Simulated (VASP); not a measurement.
Here is a VASP 6.6.1 calculation.

The input INCAR:

```
SYSTEM = Sb
ALGO     = Normal         ! electronic algorithm
EDIFF    = 1E-7           ! SCF threshold, eV
EDIFFG   = -0.02          ! ionic threshold
ENCUT    = 600            ! plane-wave cutoff, eV
GGA      = PS             ! functional
IBRION   = 2              ! ionic algorithm
ISIF     = 3              ! what is computed and relaxed
ISMEAR   = -1             ! smearing method
LASPH    = .TRUE.         ! aspherical terms in the spheres
LCHARG   = .FALSE.        ! write CHGCAR
LREAL    = .FALSE.        ! projectors in reciprocal space
LWAVE    = .FALSE.        ! write WAVECAR
NELM     = 80             ! most SCF steps
NSW      = 80             ! ionic steps
PREC     = Accurate       ! precision mode
PSTRESS  = 50.0         
SIGMA    = 0.05           ! smearing width, eV
```

The input KPOINTS:

```
k-points
0
G
  10 10 10
  0 0 0
```

The input POSCAR:

```
Sb
1.0
   -1.8713408863      1.8713408863      1.8713408863
    1.8713408863     -1.8713408863      1.8713408863
    1.8713408863      1.8713408863     -1.8713408863
Sb
1
Direct
    0.0000000000      0.0000000000      0.0000000000
```

Potentials or basis: VASP PAW PBE potentials, release 64 (Sb).

Run with:

```console
$ cat potpaw_PBE.64/Sb/POTCAR > POTCAR
$ mpirun -np 1 vasp_std > vasp.out
```

(1) Estimate the space group after relaxing (to 0.05 Å).

(2) Predict the relaxed volume.

## Answers

(1) Im-3m (No. 229).

(2) 24.59 Å³/atom.

Caveat: the cell is relaxed towards a set pressure, so the enthalpy falls and the energy may rise; the PAW data sets were made with another functional, which shifts forces and pressure a little.
